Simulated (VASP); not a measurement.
# TiSi2 in VASP: further runs

TiSi2 is run at these levels: PBE; tasks: single point.

Program: VASP 6.6.1. These are calculated values, not measurements. Logs are shortened: lines on timing, memory, paths and dates and some standing lists are left out, and cuts for length are marked.

## (1) The cell of the first run

The cell holds a disordered packing, 18 atoms: a = 6.668 Å, b = 6.453 Å, c = 6.744 Å, α = 90.17°, β = 91.62°, γ = 85.70°.

## (2) Single point, PBE

Input file INCAR:

```
SYSTEM = TiSi2
PREC = Accurate ; ENCUT = 400
EDIFF = 1E-6 ; ISMEAR = -1
SIGMA = 0.05 ; LREAL = Auto
LASPH = .True. ; NELM = 120
ALGO = Normal ; ISIF = 2
LWAVE = .False. ; LCHARG = .False.
GGA = PE ; NBANDS = 75
ISYM = -1 ; GGA_COMPAT = .False.
```

Input file KPOINTS:

```
explicit points
1
Reciprocal
  0.25000000   0.25000000   0.25000000 1
```

Input file POSCAR:

```
TiSi2
1.0
    6.6632510000      0.2460850000     -0.0945350000
    0.2460850000      6.4484990000     -0.0081680000
   -0.0945350000     -0.0081680000      6.7432540000
Ti Si
6 12
Direct
    0.5458528171      0.3171106230      0.8808430404
    0.5102469040      0.7840281649      0.7419131970
    0.1797956359      0.4114378789      0.5363319556
    0.7617254846      0.8429944097      0.3497580392
    0.1577399845     -0.0101079138      0.7340318766
    0.1108920752      0.7067443246      0.0779807301
    0.4307929702      0.9371540788      0.0708652956
    0.6163646422      0.4668477770      0.4968800292
    0.3494944589      0.7480838534      0.3893639195
    0.8872400840      0.6527197334      0.7257620217
    0.0667525127      0.0857540660      0.2982126860
    0.3326453533      0.3785761012      0.1873949636
    0.4774992200      0.0999228285      0.5226071209
    0.7987630536      0.9818835121      0.9491248720
    0.6780927435      0.6220786689      1.0612300287
    0.8355179681      0.1860467877      0.6478897757
    0.0728750073      0.3274903868      0.9450144070
    0.6961009433      0.2234992313      0.2380717743
```

Potentials or basis: VASP PAW PBE potentials, release 64 (Ti_sv, Si).

Command:

```bash
$ cat potpaw_PBE.64/Ti_sv/POTCAR potpaw_PBE.64/Si/POTCAR > POTCAR
$ mpirun -np 1 vasp_std > vasp.out
```

OUTCAR:

```text
SYSTEM = TiSi2
   PREC = Accurate
   ENCUT = 400
   EDIFF = 1E-6
   ISMEAR = -1
   LREAL = Auto
   LASPH = .True.
   NELM = 120
   ISIF = 2
   GGA = PE
   ISYM = -1

 ion  position               nearest neighbor table
   1  0.546  0.317  0.881-  15 2.51  12 2.56  16 2.61  18 2.64  14 2.67   8 2.83  13 2.83   7 2.93

   2  0.510  0.784  0.742-   7 2.48  13 2.51  15 2.59  10 2.60   9 2.60   5 2.61   8 2.69  14 2.74

   3  0.180  0.411  0.536-  12 2.59  13 2.72   9 2.73  10 2.75  11 2.78  16 2.93  17 2.93   8 2.98

   4  0.762  0.843  0.350-  15 2.48  18 2.57  11 2.69  13 2.71   8 2.87  14 2.87   9 2.88   7 2.89
                            10 2.90
   5  0.158  0.990  0.734-  16 2.47   2 2.61  17 2.63  13 2.74  14 2.84   7 2.88  10 2.93
   6  0.111  0.707  0.078-  12 2.59   9 2.62  17 2.63   7 2.69  14 2.76  10 2.80  11 2.86  15 2.98

   7  0.431  0.937  0.071-   2 2.48  15 2.52   9 2.56  14 2.65   6 2.69  18 2.86   5 2.88   4 2.89
                             1 2.93  12 2.98  11 3.00
   8  0.616  0.467  0.497-  18 2.39  16 2.45   9 2.54  13 2.61  10 2.69   2 2.69   1 2.83  12 2.86
                             4 2.87   3 2.98
   9  0.349  0.748  0.389-   8 2.54   7 2.56   2 2.60   6 2.62  13 2.63   3 2.73  12 2.75  11 2.83
                             4 2.88
  10  0.887  0.653  0.726-   2 2.60  14 2.64   8 2.69  15 2.71   3 2.75  17 2.77   6 2.80   4 2.90
                             5 2.93  16 3.10
  11  0.067  0.086  0.298-  18 2.58   4 2.69   3 2.78  12 2.80   9 2.83  17 2.85   6 2.86  16 2.90
                             7 3.00  14 3.02  13 3.10
  12  0.333  0.379  0.187-  17 2.39   1 2.56  18 2.57   6 2.59   3 2.59   9 2.75  11 2.80   8 2.86
                             7 2.98  13 2.99  15 3.03
  13  0.477  0.100  0.523-   2 2.51  18 2.60  16 2.61   8 2.61   9 2.63   4 2.71   3 2.72   5 2.74
                             1 2.83  12 2.99  11 3.10
  14  0.799  0.982  0.949-  16 2.45  18 2.57  15 2.63  10 2.64   7 2.65   1 2.67   2 2.74   6 2.76
                             5 2.84   4 2.87  17 2.99  11 3.02
  15  0.678  0.622  0.061-   4 2.48   1 2.51   7 2.52   2 2.59  14 2.63  10 2.71  18 2.83   6 2.98
                            12 3.03
  16  0.836  0.186  0.648-   8 2.45  14 2.45   5 2.47  13 2.61   1 2.61  17 2.72  18 2.90  11 2.90
                             3 2.93  10 3.10
  17  0.073  0.327  0.945-  12 2.39   6 2.63   5 2.63  16 2.72  10 2.77  11 2.85   3 2.93  14 2.99

  18  0.696  0.223  0.238-   8 2.39  12 2.57  14 2.57   4 2.57  11 2.58  13 2.60   1 2.64  15 2.83
                             7 2.86  16 2.90

IMPORTANT INFORMATION: All symmetrisations will be switched off!
NOSYMM: (Re-)initialisation of all symmetry stuff for point group C_1.

----------------------------------------------------------------------------------------

                                     Primitive cell

  volume of cell :     289.2779

  direct lattice vectors                    reciprocal lattice vectors
     6.663251000  0.246085000 -0.094535000     0.150318448 -0.005733731  0.002100399
     0.246085000  6.448499000 -0.008168000    -0.005733731  0.155293792  0.000107723
    -0.094535000 -0.008168000  6.743254000     0.002100399  0.000107723  0.148325933

  length of vectors
     6.668463735  6.453197959  6.743921566     0.150442424  0.155399644  0.148340843

  position of ions in fractional coordinates (direct lattice)
     0.545852817  0.317110623  0.880843040
     0.510246904  0.784028165  0.741913197
     0.179795636  0.411437879  0.536331956
     0.761725485  0.842994410  0.349758039
     0.157739984  0.989892086  0.734031877
     0.110892075  0.706744325  0.077980730
     0.430792970  0.937154079  0.070865296
     0.616364642  0.466847777  0.496880029
     0.349494459  0.748083853  0.389363919
     0.887240084  0.652719733  0.725762022
     0.066752513  0.085754066  0.298212686
     0.332645353  0.378576101  0.187394964
     0.477499220  0.099922828  0.522607121
     0.798763054  0.981883512  0.949124872
     0.678092744  0.622078669  0.061230029
     0.835517968  0.186046788  0.647889776
     0.072875007  0.327490387  0.945014407
     0.696100943  0.223499231  0.238071774

  ion indices of the primitive-cell ions
   primitive index   ion index
                 1           1
                 2           2
                 3           3
                 4           4
                 5           5
                 6           6
                 7           7
                 8           8
                 9           9
                10          10
                11          11
                12          12
                13          13
                14          14
                15          15
                16          16
                17          17
                18          18

----------------------------------------------------------------------------------------

 KPOINTS: explicit points

Read explicit list of k-points.

 Found      1 k-points:

 Following reciprocal coordinates:
            Coordinates               Weight
  0.250000  0.250000  0.250000      1.000000
   k-points           NKPTS =      1   k-points in BZ     NKDIM =      1   number of bands    NBANDS=     75
   number of dos      NEDOS =    301   number of ions     NIONS =     18
   total plane-waves  NPLWV =  96768
   dimension x,y,z NGX =    48 NGY =   42 NGZ =   48
   dimension x,y,z NGXF=    96 NGYF=   84 NGZF=   96
   ions per type =               6  12
   NGX,Y,Z   is equivalent  to a cutoff of  11.97, 10.82, 11.83 a.u.
   NGXF,Y,Z  is equivalent  to a cutoff of  23.93, 21.64, 23.67 a.u.
 SYSTEM =  TiSi2
   PREC   = accura    normal or accurate (medium, high low for compatibility)
   ISTART =      0    job   : 0-new  1-cont  2-samecut
   ICHARG =      2    charge: 1-file 2-atom 10-const
   ISPIN  =      1    spin polarized calculation?
   LNONCOLLINEAR =      F non collinear calculations
   LSORBIT =      F    spin-orbit coupling
   LASPH  =      T    aspherical Exc in radial PAW
   ENCUT  =  400.0 eV  29.40 Ry    5.42 a.u.  10.87 10.52 11.00*2*pi/ulx,y,z
   NELM   =    120;   NELMIN=  2; NELMDL= -5     # of ELM steps
   EDIFF  = 0.1E-05   stopping-criterion for ELM
   LREAL  =      T    real-space projection
   EDIFFG = 0.1E-04   stopping-criterion for IOM
   NSW    =      0    number of steps for IOM
   IBRION =     -1    ionic relax: 0-MD 1-quasi-New 2-CG
   NFREE  =      0    steps in history (QN), initial steepest desc. (CG)
   ISIF   =      2    stress and relaxation
   ISYM   =     -1    0-nonsym 1-usesym 2-fastsym
   POTIM  = 0.5000    time-step for ionic-motion
   TEBEG  =    0.0;   TEEND  =   0.0 temperature during run
   PSTRESS=    0.0 pullay stress
   NELECT =     120.0000    total number of electrons
   NUPDOWN=      -1.0000    fix difference up-down
   EMIN   =  10.00;   EMAX   =-10.00  energy-range for DOS
   EFERMI =   0.00;   METHOD = LEGACY
   ISMEAR =    -1;   SIGMA  =   0.05  broadening in eV -4-tet -1-fermi 0-gaus
   EFERMI_NEDOS =   21; number of points for ismear=-14 and -15
   IALGO  =     38    algorithm
   IMIX   =      4    mixing-type and parameters
     AMIX     =   0.40;   BMIX     =  1.00
     AMIX_MAG =   1.60;   BMIX_MAG =  1.00
  volume/ion in A,a.u.               =      16.07       108.45
  Fermi-wavevector in a.u.,A,eV,Ry     =   1.220947  2.307255 20.282365  1.490712
  Thomas-Fermi vector in A             =   2.356147
   LORBIT       =      0    0 simple, 1 ext, 2 COOP (PROOUT), +10 PAW based schemes
   GGA     = PE    functional components
   LHFCALC =     F    Hartree Fock is set to
   AEXX    =    0.0000 exact exchange contribution
   IVDW    =     0    specifies the selected vdW correction
   LEPSILON=     F    determine dielectric tensor
   LRPA    =     F    only Hartree local field effects (RPA)
 non-spin polarized calculation
  energy-cutoff  :      400.00
  volume of cell :      289.28
 maximum number of plane-waves:      5264
 NGX is ok and might be reduce to    48
   NGX = 21   NGY = 21   NGZ = 21

 number of electron     120.0000021 magnetization

 Free energy of the ion-electron system (eV)
  ---------------------------------------------------
  ext. energy  EPLUGINS =         0.00000000
  ---------------------------------------------------
  free energy    TOTEN  =      -114.95306681 eV

  energy without entropy =     -114.88156595  energy(sigma->0) =     -114.91731638

 E-fermi :   8.7683     XC(G=0): -11.0414

 val. band max:        8.6640226407   @ k =   0.2500   0.2500   0.2500
 cond. band min:       8.8716169500   @ k =   0.2500   0.2500   0.2500
 fundamental gap:      0.2075943093
 Fermi energy:         8.7682924132

 k-point     1 :       0.2500    0.2500    0.2500
  band No.  band energies     occupation
      1     -48.3519      2.00000
      2     -48.3060      2.00000
      3     -48.1639      2.00000
      4     -48.1164      2.00000
      5     -48.0578      2.00000
      6     -47.6843      2.00000
      7     -24.6833      2.00000
      8     -24.6387      2.00000
      9     -24.6320      2.00000
     10     -24.6046      2.00000
     11     -24.5977      2.00000
     12     -24.5465      2.00000
     13     -24.5187      2.00000
     14     -24.4984      2.00000
     15     -24.4645      2.00000
     16     -24.4393      2.00000
     17     -24.4293      2.00000
     18     -24.4139      2.00000
     19     -24.3621      2.00000
     20     -24.2988      2.00000
     21     -24.2677      2.00000
     22     -24.0458      2.00000
     23     -24.0113      2.00000
     24     -23.8774      2.00000
     25      -3.4063      2.00000
     26      -2.1749      2.00000
     27      -1.6097      2.00000
     28      -0.8916      2.00000
     29      -0.1649      2.00000
     30       0.2314      2.00000
     31       0.6428      2.00000
     32       1.2012      2.00000
     33       1.7421      2.00000
     34       2.1222      2.00000
     35       2.4170      2.00000
     36       3.2389      2.00000
     37       3.7618      2.00000
     38       3.9826      2.00000
     39       4.5680      2.00000
     40       4.7987      2.00000
     41       5.0474      2.00000
     42       5.2197      2.00000
     43       5.3907      2.00000
     44       5.7869      2.00000
     45       6.0881      2.00000
     46       6.1180      2.00000
     47       6.3281      2.00000
     48       6.4764      2.00000
     49       6.6912      2.00000
     50       6.8394      2.00000
     51       7.0667      2.00000
     52       7.2877      2.00000
     53       7.5167      2.00000
     54       7.6233      2.00000
     55       7.7525      2.00000
     56       7.9897      2.00000
     57       8.1640      1.99999
     58       8.2777      1.99989
     59       8.4559      1.99614
     60       8.6640      1.77895
     61       8.8716      0.22479
     62       9.2279      0.00020
     63       9.3231      0.00003
     64       9.4498      0.00000
     65       9.5751      0.00000
     66       9.7403      0.00000
     67       9.8413      0.00000
     68       9.9232      0.00000
     69      10.0785      0.00000
     70      10.1785      0.00000
     71      10.2756      0.00000
     72      10.3518      0.00000
 [bands above 72 left out]

------------------------ aborting loop because EDIFF is reached ----------------------------------------

  FORCE on cell =-STRESS in cart. coord.  units (eV):
  Direction    XX          YY          ZZ          XY          YZ          ZX
  --------------------------------------------------------------------------------------
  -------------------------------------------------------------------------------------
  Total       -8.7868982     -9.6273887     -8.3714329      0.8602707     -0.8415429      9.7425653
  in kB      -48.6665959    -53.3216871    -46.3655243      4.7646447     -4.6609199     53.9595974
  external PRESSURE =     -49.4512691 kB  Pullay stress =       0.0000000 kB

 VOLUME and BASIS-vectors are now :
 -----------------------------------------------------------------------------
  energy-cutoff  :      400.00
  volume of cell :      289.28
      direct lattice vectors                 reciprocal lattice vectors
     6.663251000  0.246085000 -0.094535000     0.150318448 -0.005733731  0.002100399
     0.246085000  6.448499000 -0.008168000    -0.005733731  0.155293792  0.000107723
    -0.094535000 -0.008168000  6.743254000     0.002100399  0.000107723  0.148325933

 POSITION                                       TOTAL-FORCE (eV/Angst)
 -----------------------------------------------------------------------------------
      3.63192      2.17202      5.88556        -1.039757     -0.868378     -0.295925
      3.52270      5.17531      4.94827         0.146241     -1.094816     -1.064028
      1.24857      2.69302      3.59626         0.322376      0.100707      0.235713
      5.24995      5.62064      2.27961         0.031784      0.166173      1.047612
      1.22527      6.41614      4.92677         0.391202      0.247539     -0.213611
      0.90545      4.58409      0.50959        -0.684246     -0.033202     -0.726043
      3.09440      6.14867      0.42948         0.008157      0.663011      0.551591
      4.17490      3.15809      3.28851         0.101084      0.721296      0.786461
      2.47605      4.90684      2.58643        -0.374802      0.132059     -0.065668
      6.00392      4.42147      4.80479         0.279947     -0.241699     -0.063952
      0.43770      0.56698      2.00391         0.251937      0.804519      0.080513
      2.29195      2.52158      1.22911        -0.115061     -0.228334      0.880889
      3.15688      0.75759      3.47812        -0.477292      0.013984     -0.156099
      5.47426      6.52049      6.31666         0.349195     -0.851480      0.490974
      4.66560      4.17784      0.34370         0.534215     -0.147669     -0.125844
      5.55180      1.40004      4.28838         0.347202      0.434983     -0.455323
      0.47684      2.12204      6.36291        -0.337299      0.061704     -0.414144
      4.67079      1.61059      1.53775         0.265118      0.119605     -0.493117
 -----------------------------------------------------------------------------------
    total drift:                               -0.000695      0.000513      0.002590

  FREE ENERGIE OF THE ION-ELECTRON SYSTEM (eV)
  ---------------------------------------------------
  free  energy   TOTEN  =      -114.9530668119 eV

  energy  without entropy=     -114.8815659494  energy(sigma->0) =     -114.91731638
```

It took 49 s on 1 thread of Intel Xeon Platinum 8259CL at 2.50GHz (Skylake/Cascade Lake), shared host; peak memory 0.28 GiB.

What came out:

- Free energy: -114.9531 eV
- Pressure: -4.9 GPa
- Largest force: 1.534 eV/Å

Forces on the atoms (eV/Å):
```
Ti  -1.040 -0.868 -0.296
Ti   0.146 -1.095 -1.064
Ti   0.322  0.101  0.236
Ti   0.032  0.166  1.048
Ti   0.391  0.248 -0.214
Ti  -0.684 -0.033 -0.726
Si   0.008  0.663  0.552
Si   0.101  0.721  0.786
Si  -0.375  0.132 -0.066
Si   0.280 -0.242 -0.064
Si   0.252  0.805  0.081
Si  -0.115 -0.228  0.881
Si  -0.477  0.014 -0.156
Si   0.349 -0.851  0.491
Si   0.534 -0.148 -0.126
Si   0.347  0.435 -0.455
Si  -0.337  0.062 -0.414
Si   0.265  0.120 -0.493
```

Levels at points of the mesh, in eV from the Fermi level:
```tsv
k point	band 56	band 57	band 58	band 59	band 60	band 61	band 62	band 63	band 64	band 65
(0.25, 0.25, 0.25)	-0.78	-0.60	-0.49	-0.31	-0.10	0.10	0.46	0.55	0.68	0.81
```

Caveat: the atoms stand as in a frame of molecular dynamics.

## (3) Single point, PBE

Input file INCAR:

```
ALGO = Normal
EDIFF = 1E-6
ENCUT = 400
GGA = PE
GGA_COMPAT = F
ISIF = 2
ISMEAR = -1
ISYM = -1
LASPH = T
LCHARG = F
LREAL = Auto
LWAVE = F
NBANDS = 75
NELM = 120
PREC = Accurate
SIGMA = 0.05
```

KPOINTS is that of step 2.

Input file POSCAR:

```
TiSi2
1.0
    6.6632510000      0.2460850000     -0.0945350000
    0.2460850000      6.4484990000     -0.0081680000
   -0.0945350000     -0.0081680000      6.7432540000
Ti Si
6 12
Direct
    0.5111162585      0.3116428598      0.8761892811
    0.5038079453      0.7838654513      0.7338586233
    0.1584484439      0.4264693422      0.5281478831
    0.7511681300      0.8500737239      0.3728903110
    0.1493457630      0.0088079558      0.7381055712
    0.1135694618      0.7042595946      0.0674623381
    0.4290452607      0.9664557346      0.0869786017
    0.6376646975      0.4761615192      0.4991182179
    0.3424287856      0.7303362023      0.3695957310
    0.9010457939      0.5977801403      0.7468769577
    0.0589145568      0.0950634321      0.3203275400
    0.3384012276      0.3757834617      0.2096894406
    0.4232069977      0.0830088575      0.4821778758
    0.8067060697      0.9482677424      0.9522345457
    0.6849674489      0.6293025401      1.0543603342
    0.8132383571      0.1753073296      0.6251102803
    0.0685564168      0.3250707896      0.9551135341
    0.7257650997      0.2245350591      0.2224545014
```

Potentials or basis: VASP PAW PBE potentials, release 64 (Ti_sv, Si).

Command:

```bash
$ cat potpaw_PBE.64/Ti_sv/POTCAR potpaw_PBE.64/Si/POTCAR > POTCAR
$ mpirun -np 1 vasp_std > vasp.out
```

Wall time 50 s (1 thread of Intel Xeon Platinum 8259CL at 2.50GHz (Skylake/Cascade Lake), shared host); peak memory 0.28 GiB.

Results (log left out):

```
Free energy   : -114.7542 eV
Pressure      : -5.2 GPa
Largest force : 1.472 eV/Å
```

Forces on the atoms (eV/Å):
```
Ti   0.417 -0.350 -0.196
Ti   0.168 -0.292 -0.538
Ti   0.365 -0.151  0.610
Ti   0.191 -0.433 -0.531
Ti   0.042 -0.653 -0.050
Ti  -0.153 -0.093 -0.258
Si   0.075 -0.063 -0.292
Si  -0.368  0.172  0.368
Si   0.185  0.094  0.580
Si  -1.072  0.998 -0.142
Si   0.201 -0.328 -0.078
Si   0.260 -0.033 -0.541
Si   0.517  0.703  0.970
Si  -0.172  0.889 -0.284
Si  -0.318 -0.795  0.339
Si  -0.171  0.146  0.535
Si   0.384 -0.170 -0.174
Si  -0.551  0.359 -0.320
```

Stress tensor (GPa, compression positive):
```
-6.72  0.63  3.53
 0.63 -3.65  1.02
 3.53  1.02 -5.29
```

Levels at points of the mesh, in eV from the Fermi level:
| k point | band 56 | band 57 | band 58 | band 59 | band 60 | band 61 | band 62 | band 63 | band 64 | band 65 |
| --- | --- | --- | --- | --- | --- | --- | --- | --- | --- | --- |
| (0.25, 0.25, 0.25) | -0.71 | -0.65 | -0.43 | -0.35 | -0.15 | 0.15 | 0.45 | 0.67 | 0.72 | 0.81 |

Caveat: the atoms stand as in a frame of molecular dynamics.
